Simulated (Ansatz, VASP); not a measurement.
Two plane-wave programs on Al2O3

```
CELL_PARAMETERS angstrom
2.78861 0.00000 0.00000
-1.39431 2.41501 0.00000
0.00000 0.00000 7.09627
ATOMIC_POSITIONS crystal
Al 0.00000 0.00000 0.19074
Al 0.00000 0.00000 0.80926
O 0.33333 0.66667 0.27039
O 0.66667 0.33333 0.00000
O 0.33333 0.66667 0.72961
```

Alike in both runs: task single point; functional PBE; dispersion D3(BJ); k mesh 9 × 9 × 4; occupations gaussian, width 0.05 eV; no spin polarisation.

|  | VASP | Ansatz |
| --- | --- | --- |
| version | VASP 6.6.1 | Ansatz 0.2.0 |
| potentials or method | VASP PAW PBE potentials, release 64 (Al, O), cutoff 520 eV | scalar-relativistic, plane waves, PAW |
| valence electrons in the cell | 24 | 24 |

Ansatz gave:

```
gap on the k mesh at the Fermi level (eV) : 5.62
least direct gap on the mesh (eV)         : 5.84
rms of the force components (eV/Å)        : 1.352
```

Question: What did VASP give for the same quantities?

Answer: gap on the k mesh at the Fermi level (eV): 5.62; least direct gap on the mesh (eV): 5.84; rms of the force components (eV/Å): 1.339.

Atom by atom the forces differ by 0.016 eV/Å (rms over components).
